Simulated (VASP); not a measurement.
# SrFe3 in VASP: further runs, part 2 of 2

VASP 6.6.1. Earlier steps stand in the parts before.

## Step 3: Single point, PBEsol, collinear spin, ferromagnetic start (atom 2 (Fe) moved 0.05 Å along x)

INCAR reads:

```
SYSTEM = SrFe3
ALGO     = Fast           ! electronic algorithm
EDIFF    = 1E-6           ! SCF threshold, eV
ENCUT    = 520            ! plane-wave cutoff, eV
GGA      = PS             ! functional
ISIF     = 2              ! what is computed and relaxed
ISMEAR   = 0              ! smearing method
ISPIN    = 2              ! spin polarisation
LASPH    = .TRUE.         ! aspherical terms in the spheres
LCHARG   = .FALSE.        ! write CHGCAR
LMAXMIX  = 4              ! l up to which the mixer works
LORBIT   = 11             ! projections on sites
LREAL    = .FALSE.        ! projectors in reciprocal space
LWAVE    = .FALSE.        ! write WAVECAR
MAGMOM   = 0 2.84 2.84 2.84 ! initial moments
NBANDS   = 29             ! bands
NELM     = 150            ! most SCF steps
PREC     = Accurate       ! precision mode
SIGMA    = 0.05           ! smearing width, eV
```

KPOINTS reads:

```
k-points
0
G
  8 8 8
  0 0 0
```

POSCAR reads:

```
SrFe3
1.0
    4.0010608468      0.0000000000      0.0000000000
    0.0000000000      4.0010608468      0.0000000000
    0.0000000000      0.0000000000      4.0010608468
Sr Fe
1 3
Direct
    0.0000000000      0.0000000000      0.0000000000
    0.0124966857      0.5000000000      0.5000000000
    0.5000000000      0.5000000000      0.0000000000
    0.5000000000      0.0000000000      0.5000000000
```

Potentials or basis: VASP PAW PBE potentials, release 64 (Sr_sv, Fe).

Run with:

```
$ cat potpaw_PBE.64/Sr_sv/POTCAR potpaw_PBE.64/Fe/POTCAR > POTCAR
$ mpirun -np 1 vasp_std > vasp.out
```

OUTCAR:

```text
SYSTEM = SrFe3
   EDIFF = 1E-6
   ENCUT = 520
   GGA = PS
   ISIF = 2
   ISMEAR = 0
   ISPIN = 2
   LASPH = .TRUE.
   LORBIT = 11
   LREAL = .FALSE.
   NELM = 150
   PREC = Accurate

 ion  position               nearest neighbor table
   1  0.000  0.000  0.000-   3 2.83   4 2.83   4 2.83   3 2.83   3 2.83   4 2.83   4 2.83   3 2.83
                             2 2.83   2 2.83   2 2.83   2 2.83
   2  0.012  0.500  0.500-   3 2.79   4 2.79   3 2.79   4 2.79   1 2.83   1 2.83   1 2.83   1 2.83
                             3 2.86   4 2.86   3 2.86   4 2.86
   3  0.500  0.500  0.000-   2 2.79   2 2.79   4 2.83   1 2.83   4 2.83   1 2.83   4 2.83   4 2.83
                             1 2.83   1 2.83   2 2.86   2 2.86
   4  0.500  0.000  0.500-   2 2.79   2 2.79   3 2.83   1 2.83   3 2.83   1 2.83   3 2.83   3 2.83
                             1 2.83   1 2.83   2 2.86   2 2.86

  LATTYP: Found a simple cubic cell.
 ALAT       =     4.0010608468

  Lattice vectors:

 A1 = (   4.0010608468,   0.0000000000,   0.0000000000)
 A2 = (   0.0000000000,   4.0010608468,   0.0000000000)
[... 1749 lines left out ...]
  FORCE on cell =-STRESS in cart. coord.  units (eV):
  Direction    XX          YY          ZZ          XY          YZ          ZX
  --------------------------------------------------------------------------------------
  -------------------------------------------------------------------------------------
  Total        0.1850906      0.1547094      0.1547094      0.0000000      0.0000000      0.0000000
  in kB        4.6298766      3.8699176      3.8699176      0.0000000      0.0000000      0.0000000
  external PRESSURE =       4.1232373 kB  Pullay stress =       0.0000000 kB

 VOLUME and BASIS-vectors are now :
 -----------------------------------------------------------------------------
  energy-cutoff  :      520.00
  volume of cell :       64.05
      direct lattice vectors                 reciprocal lattice vectors
     4.001060847  0.000000000  0.000000000     0.249933715  0.000000000  0.000000000
     0.000000000  4.001060847  0.000000000     0.000000000  0.249933715  0.000000000
     0.000000000  0.000000000  4.001060847     0.000000000  0.000000000  0.249933715

 POSITION                                       TOTAL-FORCE (eV/Angst)
 -----------------------------------------------------------------------------------
      0.00000      0.00000      0.00000        -0.059407     -0.000000      0.000000
      0.05000      2.00053      2.00053         0.087067      0.000000     -0.000000
      2.00053      2.00053      0.00000        -0.013830     -0.000000      0.000000
      2.00053      0.00000      2.00053        -0.013830     -0.000000      0.000000
 -----------------------------------------------------------------------------------
    total drift:                                0.000745      0.000000     -0.000003

  FREE ENERGIE OF THE ION-ELECTRON SYSTEM (eV)
  ---------------------------------------------------
  free  energy   TOTEN  =       -24.6537300185 eV

  energy  without entropy=      -24.6467974304  energy(sigma->0) =      -24.65026372

 total charge

# of ion       s       p       d       tot
------------------------------------------
    1        2.091   5.728   0.529   8.349
    2        0.441   0.314   6.192   6.946
    3        0.441   0.313   6.192   6.946
    4        0.441   0.313   6.192   6.946
--------------------------------------------------
tot          3.413   6.669  19.106  29.188

 magnetization (x)

# of ion       s       p       d       tot
------------------------------------------
    1       -0.009  -0.002  -0.076  -0.087
    2       -0.004  -0.015   2.552   2.533
    3       -0.004  -0.015   2.551   2.532
    4       -0.004  -0.015   2.551   2.532
--------------------------------------------------
tot         -0.021  -0.046   7.577   7.510
```

It took 5 min on 1 thread of Intel Xeon Platinum 8488C (Sapphire Rapids), shared host; peak memory 0.34 GiB.

Results:

| Item | Value |
| --- | --- |
| Free energy | -24.6537 eV |
| Pressure | 0.4 GPa |
| Largest force | 0.087 eV/Å |
| Net moment | 7.47 μB per cell |
| Site moments | Sr -0.09; Fe +2.53 μB |
| Valence electrons inside the program's atomic spheres | Sr 8.35; Fe 6.95 |

Forces on the atoms (eV/Å):
```
Sr  -0.059  0.000  0.000
Fe   0.087  0.000  0.000
Fe  -0.014  0.000  0.000
Fe  -0.014  0.000  0.000
```

Stress tensor (GPa, compression positive):
```
0.46 0.00 0.00
0.00 0.39 0.00
0.00 0.00 0.39
```

Levels at points of the mesh, in eV from the Fermi level:
Spin up:
| k point | band 19 | band 20 | band 21 | band 22 | band 23 | band 24 |
| --- | --- | --- | --- | --- | --- | --- |
| (0.00, 0.00, 0.00) | -0.87 | -0.87 | 2.84 | 2.91 | 2.91 | 2.91 |
| (0.50, 0.00, 0.00) | -1.86 | -1.59 | -0.86 | 2.25 | 2.25 | 2.62 |
| (0.00, 0.50, 0.00) | -1.85 | -1.59 | -0.87 | 2.26 | 2.26 | 2.63 |
| (0.50, 0.50, 0.00) | -1.94 | -1.56 | -0.85 | 0.93 | 0.93 | 3.51 |
| (0.00, 0.50, 0.50) | -1.94 | -1.55 | -0.85 | 0.93 | 0.93 | 3.50 |
| (0.50, 0.50, 0.50) | -1.07 | -0.70 | 1.51 | 1.51 | 1.52 | 2.00 |
Spin down:
```csv
k point,band 10,band 11,band 12,band 13,band 14,band 15,band 16,band 17,band 18,band 19
"(0.00, 0.00, 0.00)",-1.82,-1.78,0.12,0.12,0.12,1.22,1.22,1.31,1.48,1.48
"(0.50, 0.00, 0.00)",-0.88,-0.88,-0.54,-0.54,-0.54,0.29,0.48,0.61,0.61,0.65
"(0.00, 0.50, 0.00)",-0.88,-0.87,-0.58,-0.55,-0.52,0.32,0.48,0.58,0.61,0.65
"(0.50, 0.50, 0.00)",-0.76,-0.76,-0.60,-0.60,-0.07,-0.02,0.06,0.19,0.64,0.67
"(0.00, 0.50, 0.50)",-0.75,-0.75,-0.60,-0.60,-0.06,-0.04,0.08,0.18,0.66,0.67
"(0.50, 0.50, 0.50)",-0.40,-0.40,-0.40,0.34,0.34,0.34,0.44,0.44,1.32,1.32
```

Caveat: the cell differs from its parent crystal (atom 2 (Fe) moved 0.05 Å along x); the PAW data sets were made with another functional, which shifts forces and pressure a little.
